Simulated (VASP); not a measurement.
A run of VASP 6.6.1:

File INCAR:

```
ALGO = Normal
EDIFF = 1E-6
ENCUT = 910
GGA = PS
GGA_COMPAT = False
ISIF = 2
ISMEAR = 0
LASPH = True
LCHARG = False
LREAL = False
LWAVE = False
NBANDS = 11
NELM = 120
PREC = Accurate
SIGMA = 0.01
```

File KPOINTS:

```
k-points
0
Gamma
  8 8 8
```

POSCAR

```
C
1.0
    0.0000000000      1.7833700000      1.7833700000
    1.7833700000      0.0000000000      1.7833700000
    1.7833700000      1.7833700000      0.0000000000
C
2
Direct
    0.0000000000      0.0000000000      0.0000000000
    0.2500000000      0.2500000000      0.2500000000
```

Potentials or basis: VASP PAW PBE potentials, release 64 (C_h).

Run with:

```console
$ cat potpaw_PBE.64/C_h/POTCAR > POTCAR
$ mpirun -np 1 vasp_std > vasp.out
```

Hardware: 1 thread of Intel(R) Xeon(R) 6975P-C (Granite Rapids), on a shared host.

Task: Estimate the wall time of this run.

Result: It took 4.7 s on 1 thread of Intel(R) Xeon(R) 6975P-C (Granite Rapids), on a shared host, peak memory 0.13 GiB. Counts: scf iterations 11, k points 29.
